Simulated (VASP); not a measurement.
O, 2 atoms in the cell. It takes space group C2/m (No. 12, monoclinic). Conventional cell: a = 5.741 Å, b = 3.347 Å, c = 4.392 Å, α = 90.00°, β = 123.29°, γ = 90.00°. O (site symmetry m) has 1 O at 1.23 Å within 1.6 Å. 

```yaml
Program: VASP 6.6.1
Task: single point
Functional: LDA
Potentials_or_basis: VASP PAW LDA potentials, release 64 (O)
Cutoff: 520 eV
k_mesh: 10 × 10 × 7
Occupations: fermi-dirac, width 0.05 eV
Spin: no spin polarisation
Dipole_correction: no
Further_INCAR_settings: ALGO = Normal; EDIFF = 1e-07; NBANDS = 13
```

Potentials or basis: VASP PAW LDA potentials, release 64 (O).

Launch:

```bash
$ cat potpaw_LDA.64/O/POTCAR > POTCAR
$ mpirun -np 1 vasp_std > vasp.out
```

Hardware: 1 thread of Intel(R) Xeon(R) Platinum 8488C (Sapphire Rapids), on a shared host.

Question: Estimate the wall time of this run.

Answer: Run time: 2 min on 1 thread of Intel(R) Xeon(R) Platinum 8488C (Sapphire Rapids), with other jobs on the host, peak memory 0.19 GiB. Counts: scf iterations 13, k points 196.
